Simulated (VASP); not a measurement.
VIr3, 4 atoms in the cell. It takes space group Pm-3m (No. 221, cubic). The conventional cell has a = 3.677 Å, b = 3.677 Å, c = 3.677 Å, α = 90.00°, β = 90.00°, γ = 90.00°. V (site symmetry m-3m) has 12 Ir at 2.60 Å within 3.4 Å. Within 3.4 Å of Ir (site symmetry 4/mmm) lie 4 V at 2.60 Å and 8 Ir at 2.60 Å. 

```yaml
Program: VASP 6.6.1
Task: single point
Functional: PBEsol
Potentials_or_basis: VASP PAW PBE potentials, release 64 (V_sv, Ir)
Cutoff: 520 eV
k_mesh: 12 × 12 × 12
Occupations: gaussian, width 0.1 eV
Spin: no spin polarisation
Dipole_correction: no
Further_INCAR_settings: ALGO = Normal; EDIFF = 1e-06; NBANDS = 28
```

Potentials or basis: VASP PAW PBE potentials, release 64 (V_sv, Ir).

Run with:

```bash
$ cat potpaw_PBE.64/V_sv/POTCAR potpaw_PBE.64/Ir/POTCAR > POTCAR
$ mpirun -np 1 vasp_std > vasp.out
```

Hardware: 1 thread of AMD EPYC 7R13 Processor (Zen 3) (shared host).

How long does it take, and how much memory?

It took 78 s on 1 thread of AMD EPYC 7R13 Processor (Zen 3), on a shared host, peak memory 0.2 GiB. Counts: scf iterations 16, k points 84.
